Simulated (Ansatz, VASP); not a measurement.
CdW2 in VASP and in Ansatz

```
CELL_PARAMETERS angstrom
2.83087 0.00000 0.00000
-1.41543 2.45160 0.00000
0.00000 0.00000 7.54475
ATOMIC_POSITIONS crystal
Cd 0.00000 0.00000 0.00000
W 0.33333 0.66667 0.34189
W 0.66667 0.33333 0.65811
```

Alike in both runs: functional PBE; k mesh 18 × 18 × 6; occupations gaussian, width 0.1 eV; no spin polarisation.

Ansatz relaxed the structure, and its values are those at the end. VASP's run is a single point on that final structure, the one shown.

|  | VASP | Ansatz |
| --- | --- | --- |
| version | VASP 6.6.1 | Ansatz 0.2.0 |
| potentials or method | VASP PAW PBE potentials, release 64 (Cd, W_sv), cutoff 500 eV | scalar-relativistic, plane waves, PAW |
| valence electrons in the cell | 40 | 48 |

Ansatz gave:

- gap on the k mesh at the Fermi level (eV): none
- pressure (GPa): 0.0
- rms of the force components (eV/Å): 0.001

What did VASP give for the same quantities?

gap on the k mesh at the Fermi level (eV): none; pressure (GPa): 0.6; rms of the force components (eV/Å): 0.006.

A gap of «none» marks a metal or a gap that the smearing closes. VASP's potentials hold 40 valence electrons a cell and Ansatz's 48, so a difference there can come from the potentials and not from the codes.

Neither program's run includes spin-orbit coupling.
